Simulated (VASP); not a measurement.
Set up this calculation in VASP 6.6.1, as the native input.

- Task: single point
- Functional: PBE
- Potentials or basis: VASP PAW PBE potentials, release 64 (Mg)
- Cutoff: 520 eV
- k mesh: 43 × 43 × 43
- Occupations: fermi-dirac, width 0.0612256 eV
- Spin: no spin polarisation
- Dipole correction: no
- Further INCAR settings: ALGO = Normal; EDIFF = 1e-06; NBANDS = 7

The structure of Mg lies in POSCAR:

```
Mg
1.0
   -1.7531993284      1.7531993284      1.7531993284
    1.7531993284     -1.7531993284      1.7531993284
    1.7531993284      1.7531993284     -1.7531993284
Mg
1
Direct
    0.0000000000      0.0000000000      0.0000000000
```

This isn't the form of Mg at room conditions, which is hcp.

One way to write it, as run:

INCAR

```
PREC = Accurate
ENCUT = 520
EDIFF = 1E-6
ISMEAR = -1
SIGMA = 0.06122561905347299
LREAL = F
LASPH = T
NELM = 60
ALGO = Normal
ISIF = 2
LWAVE = F
LCHARG = F
GGA = PE
NBANDS = 7
```

KPOINTS

```
regular mesh
0
Gamma
  43 43 43
```

Potentials or basis: VASP PAW PBE potentials, release 64 (Mg).

The run is started by

```bash
$ cat potpaw_PBE.64/Mg/POTCAR > POTCAR
$ mpirun -np 1 vasp_std > vasp.out
```

It gave:

```json
{
  "Pressure": "2.3 GPa",
  "Band gap on the k mesh": "zero (bands 1 and 2 overlap by 4.49 eV)"
}
```

Run time: 55 s on 1 thread of Intel(R) Xeon(R) 6975P-C (Granite Rapids), with other jobs on the host, peak memory 0.42 GiB.
